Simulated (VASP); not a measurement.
# Bi2Br3 (P-3m1) in VASP: notebook, part 2 of 2

VASP 6.6.1. Earlier steps stand in the parts before.

## (4) Relaxation of cell and atoms, PBE+D3(BJ)

Contents of INCAR:

```
PREC = Accurate
ENCUT = 600
EDIFF = 1E-6
ISMEAR = 0
SIGMA = 0.1
LREAL = F
LASPH = T
NELM = 100
ALGO = Normal
ISIF = 3
LWAVE = F
LCHARG = F
GGA = PE
IVDW = 12
IBRION = 2
NSW = 90
EDIFFG = -0.04
```

Contents of KPOINTS:

```
regular mesh
0
Gamma
  6 6 2
```

Contents of POSCAR:

```
Bi2Br3
1.0
    4.0412201900      0.0000000000      0.0000000000
   -2.0206100900      3.4997993400      0.0000000000
    0.0000000000      0.0000000000      9.5566777000
Bi Br
2 3
Direct
    0.6666666700      0.3333333300      0.1741785300
    0.3333333300      0.6666666700      0.8258214700
    0.0000000000      0.0000000000      0.0000000000
    0.3333333300      0.6666666700      0.3483570700
    0.6666666700      0.3333333300      0.6516429300
```

Potentials or basis: VASP PAW PBE potentials, release 64 (Bi_d, Br).

Started as:

```
> cat potpaw_PBE.64/Bi_d/POTCAR potpaw_PBE.64/Br/POTCAR > POTCAR
> mpirun -np 1 vasp_std > vasp.out
```

OUTCAR:

```text
PREC = Accurate
   ENCUT = 600
   EDIFF = 1E-6
   ISMEAR = 0
   LREAL = F
   LASPH = T
   NELM = 100
   ISIF = 3
   GGA = PE
   IVDW = 12
   IBRION = 2
   NSW = 90
   EDIFFG = -0.04
 IVDW          = 12

 ion  position               nearest neighbor table
   1  0.667  0.333  0.174-   3 2.87   3 2.87   3 2.87   4 2.87   4 2.87   4 2.87
   2  0.333  0.667  0.826-   3 2.87   3 2.87   3 2.87   5 2.87   5 2.87   5 2.87
   3  0.000  0.000  0.000-   1 2.87   2 2.87   2 2.87   1 2.87   1 2.87   2 2.87
   4  0.333  0.667  0.348-   1 2.87   1 2.87   1 2.87
   5  0.667  0.333  0.652-   2 2.87   2 2.87   2 2.87

  LATTYP: Found a hexagonal cell.
 ALAT       =     4.0412201900
 C/A-ratio  =     2.3648000482

  Lattice vectors:

 A1 = (   4.0412201900,   0.0000000000,   0.0000000000)
 A2 = (  -2.0206100900,   3.4997993400,   0.0000000000)
 A3 = (   0.0000000000,   0.0000000000,   9.5566777000)

Analysis of symmetry for initial positions (statically):
=====================================================================
 Subroutine PRICEL returns:
 Original cell was already a primitive cell.

 Routine SETGRP: Setting up the symmetry group for a
 hexagonal supercell.

 Subroutine GETGRP returns: Found 12 space group operations
 (whereof 12 operations were pure point group operations)
 out of a pool of 24 trial point group operations.

The static configuration has the point symmetry D_3d.

Analysis of symmetry for dynamics (positions and initial velocities):
=====================================================================
 Subroutine PRICEL returns:
 Original cell was already a primitive cell.

 Routine SETGRP: Setting up the symmetry group for a
 hexagonal supercell.

 Subroutine GETGRP returns: Found 12 space group operations
 (whereof 12 operations were pure point group operations)
 out of a pool of 24 trial point group operations.

The dynamic configuration has the point symmetry D_3d.

 Subroutine INISYM returns: Found 12 space group operations
 (whereof 12 operations are pure point group operations),
 and found     1 'primitive' translations

----------------------------------------------------------------------------------------

[... 106 lines left out ...]
     AMIX     =   0.40;   BMIX     =  1.00
     AMIX_MAG =   1.60;   BMIX_MAG =  1.00
  volume/ion in A,a.u.               =      27.03       182.43
  Fermi-wavevector in a.u.,A,eV,Ry     =   1.182980  2.235508 19.040556  1.399441
  Thomas-Fermi vector in A             =   2.319223
   LORBIT       =      0    0 simple, 1 ext, 2 COOP (PROOUT), +10 PAW based schemes
   GGA     = PE    functional components
   LHFCALC =     F    Hartree Fock is set to
   AEXX    =    0.0000 exact exchange contribution
   IVDW    =    12    specifies the selected vdW correction
   LEPSILON=     F    determine dielectric tensor
   LRPA    =     F    only Hartree local field effects (RPA)
 conjugate gradient relaxation of ions
 non-spin polarized calculation
 Gauss-broadening in eV      SIGMA  =   0.10
  energy-cutoff  :      600.00
  volume of cell :      135.16
 maximum number of plane-waves:      4540
   NGX = 17   NGY = 17   NGZ = 39

--------------------------------------- Ionic step        1  -------------------------------------------

 number of electron      51.0000007 magnetization

 Free energy of the ion-electron system (eV)
  ---------------------------------------------------
  ext. energy  EPLUGINS =         0.00000000
  ---------------------------------------------------
  free energy    TOTEN  =       -11.08859381 eV

  energy without entropy =      -11.05210080  energy(sigma->0) =      -11.07034730

 E-fermi :   6.9298     XC(G=0):  -9.6580

 val. band max:        6.9137278537   @ k =   0.1667   0.0000   0.5000
 cond. band min:       6.9535440938   @ k =   0.5000   0.0000   0.5000
 fundamental gap:      0.0398162401
 Fermi energy:         6.9298120269

 k-point     1 :       0.0000    0.0000    0.0000
  band No.  band energies     occupation
      1     -17.2264      2.00000
      2     -17.2264      2.00000
      3     -17.2172      2.00000
      4     -17.2172      2.00000
      5     -17.2112      2.00000
      6     -17.2084      2.00000
[... 573 lines left out ...]
  FREE ENERGIE OF THE ION-ELECTRON SYSTEM (eV)
  ---------------------------------------------------
  free  energy   TOTEN  =       -14.4816611114 eV

  energy  without entropy=      -14.4468116770  energy(sigma->0) =      -14.46423639

[... ionic steps 4 to 21 ...]

--------------------------------------- Ionic step       22  -------------------------------------------

 number of electron      50.9999990 magnetization

------------------------ aborting loop because EDIFF is reached ----------------------------------------
[... 81 lines left out ...]
--------------------------------------- Ionic step       24  -------------------------------------------

 number of electron      50.9999989 magnetization

 Free energy of the ion-electron system (eV)
  ---------------------------------------------------
  ext. energy  EPLUGINS =         0.00000000
  ---------------------------------------------------
  free energy    TOTEN  =       -13.63165016 eV

  energy without entropy =      -13.62261890  energy(sigma->0) =      -13.62713453

 E-fermi :   4.4929     XC(G=0):  -8.9157

 val. band max:        4.4904963097   @ k =   0.1667   0.1667   0.0000
 cond. band min:       4.5619707493   @ k =   0.3333   0.0000   0.5000
 fundamental gap:      0.0714744396
 Fermi energy:         4.4928511080

 k-point     1 :       0.0000    0.0000    0.0000
  band No.  band energies     occupation
      1     -19.2281      2.00000
      2     -19.2281      2.00000
      3     -19.2278      2.00000
      4     -19.2278      2.00000
      5     -19.1779      2.00000
      6     -19.1779      2.00000
[... 487 lines left out ...]
  FREE ENERGIE OF THE ION-ELECTRON SYSTEM (eV)
  ---------------------------------------------------
  free  energy   TOTEN  =       -15.2534078688 eV

  energy  without entropy=      -15.2443766035  energy(sigma->0) =      -15.24889224

 reached required accuracy - stopping structural energy minimisation
```

Wall time 14 min (1 thread of Intel Xeon Platinum 8559C (Emerald Rapids), shared host); peak memory 0.32 GiB.

What came out:

- Free energy: -15.2534 eV
- Relaxed volume: 31.72 Å³/atom
- Relaxed cell: a = 4.935 Å, b = 4.935 Å, c = 7.520 Å, α = 90.00°, β = 90.00°, γ = 120.00°
- Space group after relaxing (to 0.1 Å): P-3m1 (No. 164)
- Energy gained by relaxing: 446.4 meV/atom
- Ionic steps: 24
- Pressure after relaxing: -0.1 GPa
- Largest force after relaxing: 0.023 eV/Å
- Band gap on the k mesh: zero (an odd number of electrons rules out a gap without spin polarisation)
- Dispersion energy per atom: -0.324 eV

Forces on the atoms (eV/Å):
```
Bi   0.000  0.000 -0.006
Bi   0.000  0.000  0.006
Br   0.000  0.000  0.000
Br   0.000  0.000 -0.023
Br   0.000  0.000  0.023
```

Stress tensor (GPa, compression positive):
```
-0.14  0.00  0.00
 0.00 -0.14  0.00
 0.00  0.00  0.10
```

Step by step:
```csv
step,energy change (eV),largest force (eV/Å),pressure (GPa),volume (Å³)
1,0.0000,1.4508,15.43,135.16
2,-1.1875,0.7941,-3.40,192.70
3,-1.4603,0.3852,0.05,170.47
4,-1.4603,0.3849,-0.11,171.23
5,-1.5207,0.3046,-0.18,171.74
6,-1.6888,0.2207,-0.45,172.90
7,-1.9343,0.3663,-1.26,173.46
8,-2.0170,0.4273,-0.46,167.44
9,-2.0540,0.4629,0.42,161.94
10,-2.0565,0.4711,0.74,160.09
11,-2.0949,0.4285,0.16,160.26
12,-2.1035,0.3978,-0.31,160.26
13,-2.1346,0.3865,0.07,158.31
14,-2.1789,0.2659,1.55,152.54
15,-2.1911,0.2427,1.39,153.00
16,-2.2144,0.1463,0.97,154.40
17,-2.1918,0.3108,0.34,157.20
18,-2.2172,0.1014,0.77,155.16
19,-2.2226,0.0701,0.46,156.22
20,-2.2253,0.0450,-0.22,158.62
21,-2.2258,0.0523,-0.04,157.94
22,-2.2267,0.0446,-0.03,158.01
23,-2.2290,0.0209,-0.04,158.21
24,-2.2320,0.0232,-0.06,158.59
```

Final structure:
```yaml
crystal:
  lattice:
    - [4.93465, 0.00000, 0.00000]
    - [-2.46733, 4.27353, 0.00000]
    - [0.00000, 0.00000, 7.52013]
  atoms:
    - { symbol: Bi, position: [0.66667, 0.33333, 0.15806] }
    - { symbol: Bi, position: [0.33333, 0.66667, 0.84194] }
    - { symbol: Br, position: [0.00000, 0.00000, 0.00000] }
    - { symbol: Br, position: [0.33333, 0.66667, 0.34202] }
    - { symbol: Br, position: [0.66667, 0.33333, 0.65798] }
```

Levels at points of the mesh, in eV from the Fermi level:
```tsv
k point	band 21	band 22	band 23	band 24	band 25	band 26	band 27	band 28	band 29	band 30
(0.00, 0.00, 0.00)	-3.82	-3.18	-3.18	-2.84	-1.11	-0.94	-0.94	1.25	1.62	1.62
(0.50, 0.00, 0.00)	-3.50	-3.49	-3.11	-2.41	-0.17	0.93	1.08	1.52	1.64	1.89
(0.00, 0.00, 0.50)	-3.50	-3.50	-3.32	-2.37	-1.77	-0.99	-0.99	0.41	1.91	1.91
(0.50, 0.00, 0.50)	-3.45	-3.19	-2.88	-2.53	-1.12	0.41	1.01	1.55	1.65	2.30
```

Caveat: the volume moved by over 15 % at a fixed basis, so the end points are rough; spin-orbit coupling is left out, which moves the levels of the heavy elements; an odd number of electrons without spin polarisation forces a metal; a magnetic or distorted state may lie lower.

## (5) Single point, PBE+D3(BJ)

This run uses another cell than the first one, of 31.79 Å³/atom.

Contents of INCAR:

```
SYSTEM = Bi2Br3
PREC = Accurate
ENCUT = 520
EDIFF = 1E-6
ISMEAR = 0
SIGMA = 0.1
LREAL = .False.
LASPH = .True.
NELM = 80
ALGO = Normal
ISIF = 2
LWAVE = .False.
LCHARG = .True.
GGA = PE
IVDW = 12
LELF = .True.
LVHAR = .True.
NBANDS = 34
```

Contents of KPOINTS:

```
regular mesh
0
Gamma
  12 12 6
  0 0 0
```

Contents of POSCAR:

```
Bi2Br3
1.0
    4.9132733343      0.0000000000      0.0000000000
   -2.4566366672      4.2550195232      0.0000000000
    0.0000000000      0.0000000000      7.6020335551
Bi Br
2 3
Direct
    0.6666666667      0.3333333333      0.1594115482
    0.3333333333      0.6666666667      0.8405884518
    0.0000000000      0.0000000000      0.0000000000
    0.3333333333      0.6666666667      0.3403218377
    0.6666666667      0.3333333333      0.6596781623
```

Started as:

```
> cat potpaw_PBE.64/Bi_d/POTCAR potpaw_PBE.64/Br/POTCAR > POTCAR
> mpirun -np 1 vasp_std > vasp.out
```

Run time: 6.5 min. Hardware: 1 thread of Intel Xeon Platinum 8559C (Emerald Rapids), shared host; peak memory 0.6 GiB.

It converged, with:

| Item | Value |
| --- | --- |
| Free energy | -15.2504 eV |
| Pressure | 0.0 GPa |
| Band gap on the k mesh | zero (an odd number of electrons rules out a gap without spin polarisation) |
| Dispersion energy per atom | -0.324 eV |

Levels at points of the mesh, in eV from the Fermi level:
| k point | band 23 | band 24 | band 25 | band 26 | band 27 | band 28 |
| --- | --- | --- | --- | --- | --- | --- |
| (0.00, 0.00, 0.00) | -3.20 | -2.78 | -1.14 | -0.86 | -0.86 | 1.19 |
| (0.50, 0.00, 0.00) | -3.08 | -2.43 | -0.16 | 0.96 | 1.12 | 1.61 |
| (0.00, 0.00, 0.50) | -3.31 | -2.34 | -1.76 | -0.91 | -0.91 | 0.45 |
| (0.50, 0.00, 0.50) | -2.90 | -2.51 | -1.06 | 0.50 | 1.04 | 1.65 |

Caveat: spin-orbit coupling is left out, which moves the levels of the heavy elements; an odd number of electrons without spin polarisation forces a metal; a magnetic or distorted state may lie lower.

## (6) Overview

| task | cell | k mesh | cutoff (eV) | gap on the mesh (eV) | pressure (GPa) | largest force (eV/Å) |
| --- | --- | --- | --- | --- | --- | --- |
| single point | a = 4.041, b = 4.041, c = 9.557 Å, angles 90.0, 90.0, 120.0°, 5 atoms, atomic positions A | 6 × 6 × 2 | 520 | none | 15.4 | 1.45 |
| single point | a = 4.911, b = 4.911, c = 7.655 Å, angles 90.0, 90.0, 120.0°, 5 atoms, atomic positions B | 6 × 6 × 2 | 520 | none | 0.0 | 0.02 |
| relaxation of cell and atoms | relaxed from a = 4.041, b = 4.041, c = 9.557 Å, angles 90.0, 90.0, 120.0°, 5 atoms, atomic positions A | 6 × 6 × 2 | 600 | none | -0.1 | 0.02 |
| single point | a = 4.913, b = 4.913, c = 7.602 Å, angles 90.0, 90.0, 120.0°, 5 atoms, atomic positions C | 12 × 12 × 6 | 520 | none | 0.0 | - |

Alike in all rows: level PBE+D3(BJ); potentials or basis VASP PAW PBE potentials, release 64 (Bi_d, Br); no spin polarisation; smearing gaussian 0.1 eV.

Caveats: some runs use coarse meshes; spin-orbit coupling is left out, which moves the levels of the heavy elements; an odd number of electrons without spin polarisation forces a metal; a magnetic or distorted state may lie lower; the cell stands under pressure (at least some runs); the volume moved by over 15 % at a fixed basis, so the end points are rough (at least some runs).

Absolute energies hang on the potentials; compare differences alone.
